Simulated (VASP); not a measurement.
Wanted: the native input for a VASP 6.6.1 run.

```yaml
Task: relaxation of cell and atoms
Functional: PBE
Potentials_or_basis: VASP PAW PBE potentials, release 64 (Cs_sv, Cu)
Cutoff: 600 eV
k_mesh: 10 × 10 × 10
Occupations: gaussian, width 0.1 eV
Spin: no spin polarisation
Dipole_correction: no
Further_INCAR_settings: ALGO = Fast; EDIFF = 1e-06; IBRION = 2; EDIFFG = -0.01; NSW = 100; ISIF = 3
```

The structure of CsCu2 lies in POSCAR:

```
CsCu2
1.0
    0.0000000000      4.0180940611      4.0180940611
    4.0180940611      0.0000000000      4.0180940611
    4.0180940611      4.0180940611      0.0000000000
Cs Cu
1 2
Direct
    0.0000000000      0.0000000000      0.0000000000
    0.2500000000      0.2500000000      0.2500000000
    0.7500000000      0.7500000000      0.7500000000
```

One way to write it, as run:

INCAR

```
PREC     = Accurate       # precision mode
ENCUT    = 600            # plane-wave cutoff, eV
EDIFF    = 1E-6           # SCF threshold, eV
ISMEAR   = 0              # smearing method
SIGMA    = 0.1            # smearing width, eV
LREAL    = F              # projectors in reciprocal space
LASPH    = T              # aspherical terms in the spheres
NELM     = 100            # most SCF steps
ALGO     = Fast           # electronic algorithm
ISIF     = 3              # what is computed and relaxed
LWAVE    = F              # write WAVECAR
LCHARG   = F              # write CHGCAR
GGA      = PE             # functional
IBRION   = 2              # ionic algorithm
NSW      = 100            # ionic steps
EDIFFG   = -0.01          # ionic threshold
```

KPOINTS

```
Automatic mesh
0
Gamma
  10 10 10
```

Potentials or basis: VASP PAW PBE potentials, release 64 (Cs_sv, Cu).

Command:

```bash
$ cat potpaw_PBE.64/Cs_sv/POTCAR potpaw_PBE.64/Cu/POTCAR > POTCAR
$ mpirun -np 1 vasp_std > vasp.out
```

Results of the run:

* Relaxed volume: 44.84 Å³/atom
* Relaxed cell: a = 5.751 Å, b = 5.751 Å, c = 5.751 Å, α = 60.00°, β = 60.00°, γ = 60.00°
* Space group after relaxing (to 0.1 Å): Fm-3m (No. 225)
* Energy gained by relaxing: 1.1 meV/atom
* Ionic steps: 6
* Pressure after relaxing: 0.0 GPa
* Band gap on the k mesh: zero (an odd number of electrons rules out a gap without spin polarisation)

Caveat: spin-orbit coupling is left out, which moves the levels of the heavy elements.

Run time: 19 min on 1 thread of Intel Xeon 8259CL, on a shared host, peak memory 0.44 GiB.
